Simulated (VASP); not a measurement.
Here is a VASP 6.6.1 calculation.

File INCAR:

```
SYSTEM = Si3F
PREC = Accurate
ENCUT = 520
EDIFF = 1E-6
ISMEAR = 0
SIGMA = 0.1
LREAL = .FALSE.
LASPH = .TRUE.
NELM = 80
ALGO = Normal
ISIF = 2
LWAVE = .FALSE.
LCHARG = .FALSE.
GGA = PE
NBANDS = 29
```

KPOINTS

```
regular mesh
0
G
  3 3 6
  0 0 0
```

Contents of POSCAR:

```
Si3F
1.0
    5.9664585490      0.0000000000      0.0000000000
   -2.9832292745      5.1671046741      0.0000000000
    0.0000000000      0.0000000000      3.6883095978
Si F
6 2
Direct
    0.3631993073      0.1816053150      0.2500000000
    0.1815939923      0.3631993073      0.7500000000
    0.8183946850      0.1815939923      0.2500000000
    0.6368006927      0.8183946850      0.7500000000
    0.8184060077      0.6368006927      0.2500000000
    0.1816053150      0.8184060077      0.7500000000
    0.3333333333      0.6666666667      0.2500000000
    0.6666666667      0.3333333333      0.7500000000
```

Potentials or basis: VASP PAW PBE potentials, release 64 (Si, F).

Command:

```sh
$ cat potpaw_PBE.64/Si/POTCAR potpaw_PBE.64/F/POTCAR > POTCAR
$ mpirun -np 1 vasp_std > vasp.out
```

(1) Predict the band gap on the k mesh.

(2) What does it give for the largest force?

Results:

(1) zero (bands 19 and 20 overlap by 2.57 eV).

(2) 0.004 eV/Å.

Caveat: the k points lie up to 0.41 Å⁻¹ apart, too coarse for converged energies and pressures of a metal.
